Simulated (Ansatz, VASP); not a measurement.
## Two plane-wave programs on Ir

```
CELL_PARAMETERS angstrom
3.92695 0.00000 0.00000
-1.96348 3.40084 0.00000
0.00000 0.00000 6.28112
ATOMIC_POSITIONS crystal
Ir 0.66667 0.33333 0.05991
Ir 0.33333 0.66667 0.55991
Ir 0.66667 0.33333 0.44009
Ir 0.33333 0.66667 0.94009
```

Alike in both runs: functional PBEsol; k mesh 12 × 12 × 8; occupations gaussian, width 0.1 eV; no spin polarisation.

Ansatz relaxed the structure, and its values are those at the end. VASP's run is a single point on that final structure, the one shown.

|  | VASP | Ansatz |
| --- | --- | --- |
| version | VASP 6.6.1 | Ansatz 0.2.0 |
| potentials or method | VASP PAW PBE potentials, release 64 (Ir), cutoff 520 eV | scalar-relativistic, plane waves, PAW |
| valence electrons in the cell | 36 | 68 |

Ansatz gave:

```
gap on the k mesh at the Fermi level (eV) : none
pressure (GPa)                            : 0.0
rms of the force components (eV/Å)        : 0.000
```

**Question.** Estimate VASP's values.

**Answer.** gap on the k mesh at the Fermi level (eV): none; pressure (GPa): -0.3; rms of the force components (eV/Å): 0.004.

VASP's potentials were made for PBE, not for PBEsol. A gap of «none» marks a metal or a gap that the smearing closes. VASP's potentials hold 36 valence electrons a cell and Ansatz's 68, so a difference there can come from the potentials and not from the codes.

Neither program's run includes spin-orbit coupling.
